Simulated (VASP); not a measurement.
Os:

```
Os
1.0
     4.29204    0.00000    0.00000
    -2.14602    3.71702    0.00000
     0.00000    0.00000    2.63102
Os
3
Cartesian
  0.0000 0.0000 0.0000
  0.0000 2.4780 1.3155
  2.1460 1.2390 1.3155
```

This isn't the form of Os at room conditions, which is hcp.

| Property | Result |
| --- | --- |
| Program | VASP 6.6.1 |
| Task | relaxation of cell and atoms |
| Functional | PBE |
| Potentials or basis | VASP PAW PBE potentials, release 64 (Os) |
| Cutoff | 600 eV |
| k mesh | 9 × 9 × 12 |
| Occupations | fermi-dirac, width 0.1 eV |
| Spin | no spin polarisation |

At the start: pressure 19.7 GPa; volume 13.99 Å³/atom.

How do energy, volume and symmetry change on relaxing?

Over 9 steps the energy falls by 50.9 meV/atom and the volume is 14.68 Å³/atom (+4.9 %); space group P6/mmm (No. 191, to 0.1 Å) before and after.

The path:
```tsv
step	energy change (eV)	largest force (eV/Å)	pressure (GPa)	volume (Å³)
1	0.0000	0.0000	19.68	41.97
2	1.3790	0.0000	-43.77	53.24
3	-0.1408	0.0000	-3.10	44.36
4	-0.1422	0.0000	-1.48	44.16
5	-0.1422	0.0000	-1.10	44.12
6	-0.1373	0.0000	2.70	43.82
7	-0.1526	0.0000	0.44	43.99
8	-0.1522	0.0000	-1.09	44.17
9	-0.1527	0.0000	0.02	44.04
```

Final structure:
```yaml
crystal:
  lattice:
    - [4.32266, 0.00000, 0.00000]
    - [-2.16133, 3.74353, 0.00000]
    - [0.00000, 0.00000, 2.72134]
  atoms:
    - { symbol: Os, position: [0.00000, 0.00000, 0.00000] }
    - { symbol: Os, position: [0.33333, 0.66667, 0.50000] }
    - { symbol: Os, position: [0.66667, 0.33333, 0.50000] }
```
